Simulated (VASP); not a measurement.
# ZnSe (F-43m) in VASP: a series of runs

Runs on ZnSe. Level: PBE. Tasks: single point.

Program: VASP 6.6.1. These are calculated values, not measurements. Logs are shortened: lines on timing, memory, paths and dates and some standing lists are left out, and cuts for length are marked.

### 1 The cell of the first run

It takes space group F-43m (No. 216, cubic). The conventional cell has a = 5.438 Å, b = 5.438 Å, c = 5.438 Å, α = 90.00°, β = 90.00°, γ = 90.00°. Zn (site symmetry -43m) has 4 Se at 2.35 Å within 3.1 Å. Within 3.1 Å of Se (site symmetry -43m) lie 4 Zn at 2.35 Å.

### 2 Single point, PBE (strain -4.0%)

INCAR

```
PREC = Accurate ; ENCUT = 520
EDIFF = 1E-7 ; ISMEAR = 0
SIGMA = 0.01 ; LREAL = False
LASPH = True ; NELM = 100
ALGO = Normal ; ISIF = 2
LWAVE = False ; LCHARG = False
GGA = PE ; NBANDS = 16
```

KPOINTS

```
Automatic mesh
0
Gamma
  4 4 4
```

POSCAR

```
ZnSe
1.0
    0.0000000000      2.7191238570      2.7191238570
    2.7191238570      0.0000000000      2.7191238570
    2.7191238570      2.7191238570      0.0000000000
Zn Se
1 1
Direct
    0.0000000000      0.0000000000      0.0000000000
    0.2500000000      0.2500000000      0.2500000000
```

Potentials or basis: VASP PAW PBE potentials, release 64 (Zn, Se).

The run is started by

```console
$ cat potpaw_PBE.64/Zn/POTCAR potpaw_PBE.64/Se/POTCAR > POTCAR
$ mpirun -np 1 vasp_std > vasp.out
```

OUTCAR:

```text
PREC = Accurate
   ENCUT = 520
   EDIFF = 1E-7
   ISMEAR = 0
   LREAL = False
   LASPH = True
   NELM = 100
   ISIF = 2
   GGA = PE

 ion  position               nearest neighbor table
   1  0.000  0.000  0.000-   2 2.35   2 2.35   2 2.35   2 2.35
   2  0.250  0.250  0.250-   1 2.35   1 2.35   1 2.35   1 2.35

  LATTYP: Found a face centered cubic cell.
 ALAT       =     5.4382477140

  Lattice vectors:

 A1 = (   0.0000000000,   2.7191238570,   2.7191238570)
 A2 = (   2.7191238570,   0.0000000000,   2.7191238570)
 A3 = (   2.7191238570,   2.7191238570,   0.0000000000)

Analysis of symmetry for initial positions (statically):
=====================================================================
 Subroutine PRICEL returns:
 Original cell was already a primitive cell.

 Routine SETGRP: Setting up the symmetry group for a
 face centered cubic supercell.

 Subroutine GETGRP returns: Found 24 space group operations
 (whereof 24 operations were pure point group operations)
 out of a pool of 48 trial point group operations.

The static configuration has the point symmetry T_d .

Analysis of symmetry for dynamics (positions and initial velocities):
=====================================================================
 Subroutine PRICEL returns:
 Original cell was already a primitive cell.

 Routine SETGRP: Setting up the symmetry group for a
 face centered cubic supercell.

 Subroutine GETGRP returns: Found 24 space group operations
 (whereof 24 operations were pure point group operations)
 out of a pool of 48 trial point group operations.

The dynamic configuration has the point symmetry T_d .

 Subroutine INISYM returns: Found 24 space group operations
 (whereof 24 operations are pure point group operations),
 and found     1 'primitive' translations

----------------------------------------------------------------------------------------

                                     Primitive cell

  volume of cell :      40.2084

  direct lattice vectors                    reciprocal lattice vectors
     0.000000000  2.719123857  2.719123857    -0.183882760  0.183882760  0.183882760
     2.719123857  0.000000000  2.719123857     0.183882760 -0.183882760  0.183882760
     2.719123857  2.719123857  0.000000000     0.183882760  0.183882760 -0.183882760

  length of vectors
     3.845421836  3.845421836  3.845421836     0.318494283  0.318494283  0.318494283

  position of ions in fractional coordinates (direct lattice)
     0.000000000  0.000000000  0.000000000
     0.250000000  0.250000000  0.250000000

  ion indices of the primitive-cell ions
   primitive index   ion index
                 1           1
                 2           2

----------------------------------------------------------------------------------------

 KPOINTS: Automatic mesh

Automatic generation of k-mesh.
 Grid dimensions read from file:
 generate k-points for:    4    4    4

 Generating k-lattice:

  Cartesian coordinates                     Fractional coordinates (reciprocal lattice)
    -0.045970690  0.045970690  0.045970690     0.250000000  0.000000000  0.000000000
     0.045970690 -0.045970690  0.045970690     0.000000000  0.250000000  0.000000000
     0.045970690  0.045970690 -0.045970690     0.000000000  0.000000000  0.250000000

  Length of vectors
     0.079623571  0.079623571  0.079623571

  Shift w.r.t. Gamma in fractional coordinates (k-lattice)
     0.000000000  0.000000000  0.000000000

 Subroutine IBZKPT returns following result:
 ===========================================

 Found      8 irreducible k-points:

 Following reciprocal coordinates:
            Coordinates               Weight
  0.000000  0.000000  0.000000      1.000000
  0.250000  0.000000  0.000000      8.000000
  0.500000  0.000000  0.000000      4.000000
  0.250000  0.250000  0.000000      6.000000
  0.500000  0.250000  0.000000     24.000000
 -0.250000  0.250000  0.000000     12.000000
  0.500000  0.500000  0.000000      3.000000
 -0.250000  0.500000  0.250000      6.000000
   k-points           NKPTS =      8   k-points in BZ     NKDIM =      8   number of bands    NBANDS=     16
   number of dos      NEDOS =    301   number of ions     NIONS =      2
   total plane-waves  NPLWV =  27000
   dimension x,y,z NGX =    30 NGY =   30 NGZ =   30
   dimension x,y,z NGXF=    60 NGYF=   60 NGZF=   60
   ions per type =               1   1
   NGX,Y,Z   is equivalent  to a cutoff of  12.97, 12.97, 12.97 a.u.
   NGXF,Y,Z  is equivalent  to a cutoff of  25.94, 25.94, 25.94 a.u.
 SYSTEM =  unknown system
   PREC   = accura    normal or accurate (medium, high low for compatibility)
   ISTART =      0    job   : 0-new  1-cont  2-samecut
   ICHARG =      2    charge: 1-file 2-atom 10-const
   ISPIN  =      1    spin polarized calculation?
   LNONCOLLINEAR =      F non collinear calculations
   LSORBIT =      F    spin-orbit coupling
   LASPH  =      T    aspherical Exc in radial PAW
   ENCUT  =  520.0 eV  38.22 Ry    6.18 a.u.   7.15  7.15  7.15*2*pi/ulx,y,z
   NELM   =    100;   NELMIN=  2; NELMDL= -5     # of ELM steps
   EDIFF  = 0.1E-06   stopping-criterion for ELM
   LREAL  =      F    real-space projection
   EDIFFG = 0.1E-05   stopping-criterion for IOM
   NSW    =      0    number of steps for IOM
   IBRION =     -1    ionic relax: 0-MD 1-quasi-New 2-CG
   NFREE  =      0    steps in history (QN), initial steepest desc. (CG)
   ISIF   =      2    stress and relaxation
   ISYM   =      2    0-nonsym 1-usesym 2-fastsym
   POTIM  = 0.5000    time-step for ionic-motion
   TEBEG  =    0.0;   TEEND  =   0.0 temperature during run
   PSTRESS=    0.0 pullay stress
   NELECT =      18.0000    total number of electrons
   NUPDOWN=      -1.0000    fix difference up-down
   EMIN   =  10.00;   EMAX   =-10.00  energy-range for DOS
   EFERMI =   0.00;   METHOD = LEGACY
   ISMEAR =     0;   SIGMA  =   0.01  broadening in eV -4-tet -1-fermi 0-gaus
   EFERMI_NEDOS =   21; number of points for ismear=-14 and -15
   IALGO  =     38    algorithm
   IMIX   =      4    mixing-type and parameters
     AMIX     =   0.40;   BMIX     =  1.00
     AMIX_MAG =   1.60;   BMIX_MAG =  1.00
  volume/ion in A,a.u.               =      20.10       135.67
  Fermi-wavevector in a.u.,A,eV,Ry     =   1.252353  2.366604 21.339207  1.568387
  Thomas-Fermi vector in A             =   2.386257
   LORBIT       =      0    0 simple, 1 ext, 2 COOP (PROOUT), +10 PAW based schemes
   GGA     = PE    functional components
   LHFCALC =     F    Hartree Fock is set to
   AEXX    =    0.0000 exact exchange contribution
   IVDW    =     0    specifies the selected vdW correction
   LEPSILON=     F    determine dielectric tensor
   LRPA    =     F    only Hartree local field effects (RPA)
 non-spin polarized calculation
 Gauss-broadening in eV      SIGMA  =   0.01
  energy-cutoff  :      520.00
  volume of cell :       40.21
 maximum number of plane-waves:      1106
 NGX is ok and might be reduce to    30
   NGX = 15   NGY = 15   NGZ = 15

 number of electron      18.0000011 magnetization

 Free energy of the ion-electron system (eV)
  ---------------------------------------------------
  ext. energy  EPLUGINS =         0.00000000
  ---------------------------------------------------
  free energy    TOTEN  =        -5.70048020 eV

  energy without entropy =       -5.70048020  energy(sigma->0) =       -5.70048020

 E-fermi :   2.8436     XC(G=0):  -9.8849

 val. band max:        2.7938866748   @ k =   0.0000   0.0000   0.0000
 cond. band min:       4.5996773102   @ k =   0.0000   0.0000   0.0000
 fundamental gap:      1.8057906354
 Fermi energy:         2.8436146188

 k-point     1 :       0.0000    0.0000    0.0000
  band No.  band energies     occupation
      1     -11.3434      2.00000
      2      -4.3153      2.00000
      3      -4.3153      2.00000
      4      -4.3153      2.00000
      5      -3.8264      2.00000
      6      -3.8264      2.00000
      7       2.7939      2.00000
      8       2.7939      2.00000
      9       2.7939      2.00000
     10       4.5997      0.00000
     11       8.5019      0.00000
     12       8.5019      0.00000
     13       8.5019      0.00000
     14      13.1833      0.00000
     15      14.4866      0.00000
     16      14.4866      0.00000

 k-point     2 :       0.2500    0.0000    0.0000
  band No.  band energies     occupation
      1     -10.8826      2.00000
      2      -4.2796      2.00000
      3      -4.2494      2.00000
      4      -4.2494      2.00000
      5      -3.8269      2.00000
      6      -3.8269      2.00000
      7      -0.6018      2.00000
      8       2.1993      2.00000
      9       2.1993      2.00000
     10       5.8385      0.00000
     11       9.2214      0.00000
     12       9.2214      0.00000
     13       9.7322      0.00000
     14      13.3532      0.00000
     15      13.3532      0.00000
     16      13.7042      0.00000

 k-point     3 :       0.5000    0.0000    0.0000
  band No.  band energies     occupation
      1     -10.3182      2.00000
      2      -4.2028      2.00000
      3      -4.2028      2.00000
      4      -3.8008      2.00000
      5      -3.8008      2.00000
      6      -3.6228      2.00000
      7      -3.3059      2.00000
      8       1.7244      2.00000
      9       1.7244      2.00000
     10       5.5313      0.00000
     11       9.0963      0.00000
     12       9.0963      0.00000
     13      11.6254      0.00000
     14      14.4453      0.00000
     15      16.3882      0.00000
     16      16.3882      0.00000

 k-point     4 :       0.2500    0.2500    0.0000
  band No.  band energies     occupation
      1     -10.7271      2.00000
      2      -4.3788      2.00000
      3      -4.1716      2.00000
      4      -4.1716      2.00000
      5      -3.8655      2.00000
      6      -3.7933      2.00000
      7      -0.2906      2.00000
      8       1.2439      2.00000
      9       1.2439      2.00000
     10       6.5309      0.00000
     11       7.1502      0.00000
     12      11.1138      0.00000
     13      11.1138      0.00000
     14      11.2729      0.00000
     15      15.3961      0.00000
     16      17.4113      0.00000

 k-point     5 :       0.5000    0.2500    0.0000
  band No.  band energies     occupation
      1     -10.1565      2.00000
      2      -4.2492      2.00000
      3      -4.0934      2.00000
      4      -3.9886      2.00000
      5      -3.7894      2.00000
      6      -3.6622      2.00000
      7      -2.4179      2.00000
      8      -0.1429      2.00000
      9       0.8372      2.00000
     10       6.4831      0.00000
     11       8.6709      0.00000
     12      10.5524      0.00000
     13      11.3510      0.00000
     14      14.5528      0.00000
     15      16.5566      0.00000
     16      17.5825      0.00000

 k-point     6 :      -0.2500    0.2500    0.0000
  band No.  band energies     occupation
      1     -10.3494      2.00000
      2      -4.1987      2.00000
      3      -4.1615      2.00000
      4      -4.0571      2.00000
      5      -3.8445      2.00000
      6      -3.7695      2.00000
      7      -1.8326      2.00000
      8      -0.2861      2.00000
      9       1.6696      2.00000
     10       7.1818      0.00000
     11       9.3581      0.00000
     12       9.8883      0.00000
     13      10.2144      0.00000
     14      12.7232      0.00000
     15      15.3978      0.00000
     16      17.6968      0.00000

 k-point     7 :       0.5000    0.5000    0.0000
  band No.  band energies     occupation
      1      -9.9650      2.00000
      2      -4.3774      2.00000
      3      -3.9780      2.00000
      4      -3.9780      2.00000
      5      -3.7603      2.00000
      6      -3.5986      2.00000
      7      -2.5384      2.00000
      8       0.1158      2.00000
      9       0.1158      2.00000
     10       5.4416      0.00000
     11       6.1732      0.00000
     12      14.5208      0.00000
     13      14.9003      0.00000
     14      14.9003      0.00000
     15      17.0772      0.00000
     16      17.7780      0.00000

 k-point     8 :      -0.2500    0.5000    0.2500
  band No.  band energies     occupation
      1      -9.9580      2.00000
      2      -4.1994      2.00000
      3      -4.0374      2.00000
      4      -3.8955      2.00000
      5      -3.8642      2.00000
      6      -3.4122      2.00000
      7      -2.5484      2.00000
      8      -0.5243      2.00000
      9      -0.5166      2.00000
     10       8.2411      0.00000
     11       8.8985      0.00000
     12       9.9993      0.00000
     13      10.4513      0.00000
     14      15.4873      0.00000
     15      17.2418      0.00000
     16      17.5873      0.00000

------------------------ aborting loop because EDIFF is reached ----------------------------------------

  FORCE on cell =-STRESS in cart. coord.  units (eV):
  Direction    XX          YY          ZZ          XY          YZ          ZX
  --------------------------------------------------------------------------------------
  -------------------------------------------------------------------------------------
  Total        3.4457969      3.4457969      3.4457969      0.0000000      0.0000000      0.0000000
  in kB      137.3040330    137.3040330    137.3040330      0.0000000      0.0000000      0.0000000
  external PRESSURE =     137.3040330 kB  Pullay stress =       0.0000000 kB

 VOLUME and BASIS-vectors are now :
 -----------------------------------------------------------------------------
  energy-cutoff  :      520.00
  volume of cell :       40.21
      direct lattice vectors                 reciprocal lattice vectors
     0.000000000  2.719123857  2.719123857    -0.183882760  0.183882760  0.183882760
     2.719123857  0.000000000  2.719123857     0.183882760 -0.183882760  0.183882760
     2.719123857  2.719123857  0.000000000     0.183882760  0.183882760 -0.183882760

 POSITION                                       TOTAL-FORCE (eV/Angst)
 -----------------------------------------------------------------------------------
      0.00000      0.00000      0.00000        -0.000000      0.000000     -0.000000
      1.35956      1.35956      1.35956         0.000000     -0.000000      0.000000
 -----------------------------------------------------------------------------------
    total drift:                                0.000000      0.000000      0.000000

  FREE ENERGIE OF THE ION-ELECTRON SYSTEM (eV)
  ---------------------------------------------------
  free  energy   TOTEN  =        -5.7004802029 eV

  energy  without entropy=       -5.7004802029  energy(sigma->0) =       -5.70048020
```

Run time: 8.6 s. Hardware: 1 thread of AMD EPYC 7R43 (Zen 3), shared host; peak memory 0.13 GiB.

What came out:

- Free energy: -5.7005 eV
- Pressure: 13.7 GPa
- Band gap on the k mesh: 1.81 eV, direct

Caveat: the k points lie up to 0.50 Å⁻¹ apart; the cell differs from its parent crystal (strain -4.0%).

[end of part 1 of 2]
